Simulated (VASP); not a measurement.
Input of a VASP 6.6.1 run:

POSCAR

```
LaC
1.0
    3.7977206166      0.0000000000      0.0000000000
   -1.8988603083      3.2889225305      0.0000000000
    0.0000000000      0.0000000000      3.2227581244
La C
1 1
Direct
    0.0000000000      0.0000000000      0.0000000000
    0.6666666667      0.3333333333      0.5000000000
```

INCAR.step1

```
SYSTEM = LaC
  ALGO = Normal
  EDIFF = 1E-4
  ENCUT = 600
  GGA = PE
  ISMEAR = 0
  LASPH = .TRUE.
  LCHARG = .FALSE.
  LREAL = .FALSE.
  LWAVE = .TRUE.
  NELM = 80
  PREC = Accurate
  SIGMA = 0.05
```

The input INCAR.step2:

```
SYSTEM = LaC
  ALGO = Normal
  EDIFF = 1E-6
  EDIFFG = -0.01
  ENCUT = 600
  IBRION = 2
  ISIF = 4
  ISMEAR = 0
  ISTART = 1
  LASPH = .TRUE.
  LCHARG = .FALSE.
  LMIXTAU = .TRUE.
  LREAL = .FALSE.
  LWAVE = .FALSE.
  METAGGA = R2SCAN
  NELM = 80
  NSW = 60
  PREC = Accurate
  SIGMA = 0.05
```

Contents of KPOINTS:

```
k-points
0
G
  10 10 10
  0 0 0
```

Potentials or basis: VASP PAW PBE potentials, release 64 (La, C).

The run is started by

```console
$ cat potpaw_PBE.64/La/POTCAR potpaw_PBE.64/C/POTCAR > POTCAR
$ cp INCAR.step1 INCAR
$ mpirun -np 1 vasp_std > vasp.out
$ cp INCAR.step2 INCAR
$ mpirun -np 1 vasp_std > vasp.out
```

Q: Predict the band gap on the k mesh.

A: Zero (an odd number of electrons rules out a gap without spin polarisation).

Step by step:
```tsv
step	energy change (eV)	largest force (eV/Å)	pressure (GPa)	volume (Å³)
1	0.0000	0.0000	-1.82	40.25
2	-0.0004	0.0000	-1.75	40.25
3	-0.0006	0.0000	-1.69	40.25
```

Caveat: the PAW data sets were made with another functional, which shifts forces and pressure a little; spin-orbit coupling is left out, which moves the levels of the heavy elements; an odd number of electrons without spin polarisation forces a metal; a magnetic or distorted state may lie lower.
